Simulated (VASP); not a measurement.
Write the native input for VASP 6.6.1 that does the following.

| Item | Value |
| --- | --- |
| Task | single point |
| Functional | PBE |
| Potentials or basis | VASP PAW PBE potentials, release 64 (P, Pt) |
| Cutoff | 520 eV |
| k mesh | 4 × 4 × 4 |
| Occupations | gaussian, width 0.1 eV |
| Spin | no spin polarisation |
| Dipole correction | no |
| Further INCAR settings | ALGO = Normal; EDIFF = 1e-06; NBANDS = 23 |

The structure of P4Pt lies in POSCAR:

```
P4Pt
1.0
    4.6773029415      0.0000000000      0.0000000000
    0.0000000000      4.6773029415      0.0000000000
    0.0000000000      0.0000000000      4.6773029415
P Pt
4 1
Direct
    0.0000000000      0.5000000000      0.5000000000
    0.5000000000      0.0000000000      0.5000000000
    0.5000000000      0.5000000000      0.0000000000
    0.0000000000      0.0000000000      0.0000000000
    0.5000000000      0.5000000000      0.5000000000
```

The input as run:

INCAR

```
PREC = Accurate ; ENCUT = 520
EDIFF = 1E-6 ; ISMEAR = 0
SIGMA = 0.1 ; LREAL = F
LASPH = T ; NELM = 100
ALGO = Normal ; ISIF = 2
LWAVE = F ; LCHARG = F
GGA = PE ; NBANDS = 23
```

KPOINTS

```
Automatic mesh
0
Gamma
  4 4 4
```

Potentials or basis: VASP PAW PBE potentials, release 64 (P, Pt).

Command:

```bash
$ cat potpaw_PBE.64/P/POTCAR potpaw_PBE.64/Pt/POTCAR > POTCAR
$ mpirun -np 1 vasp_std > vasp.out
```

It gave:

* Pressure: -0.1 GPa
* Band gap on the k mesh: zero (band 15 reaches 7.45 eV, above the bottom of band 16 at 4.95 eV)

Caveat: spin-orbit coupling is left out, which moves the levels of the heavy elements.

Wall time 12 s on 1 thread of Intel(R) Xeon(R) 6975P-C (Granite Rapids) (shared host), peak memory 0.2 GiB.
